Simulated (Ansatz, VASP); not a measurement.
**BP in VASP and in Ansatz**

```
B P
1.0
     0.00000    2.27615    2.27615
     2.27615    0.00000    2.27615
     2.27615    2.27615    0.00000
B P
1 1
Direct
  0.00000 0.00000 0.00000
  0.25000 0.25000 0.25000
```

Alike in both runs: functional PBE; k mesh 8 × 8 × 8; occupations gaussian, width 0.1 eV; no spin polarisation.

Ansatz relaxed the structure, and its values are those at the end. VASP's run is a single point on that final structure, the one shown.

```csv
,VASP,Ansatz
version,VASP 6.6.1,Ansatz 0.2.0
potentials or method,"VASP PAW PBE potentials, release 64 (B, P), cutoff 520 eV","scalar-relativistic, plane waves, PAW"
valence electrons in the cell,8,8
```

```tsv
	VASP	Ansatz	Ansatz less VASP
gap on the k mesh at the Fermi level (eV)	1.28	1.28	+0.004
least direct gap on the mesh (eV)	3.39	3.39	+0.003
pressure (GPa)	-0.6	-0.4	+0.22
```
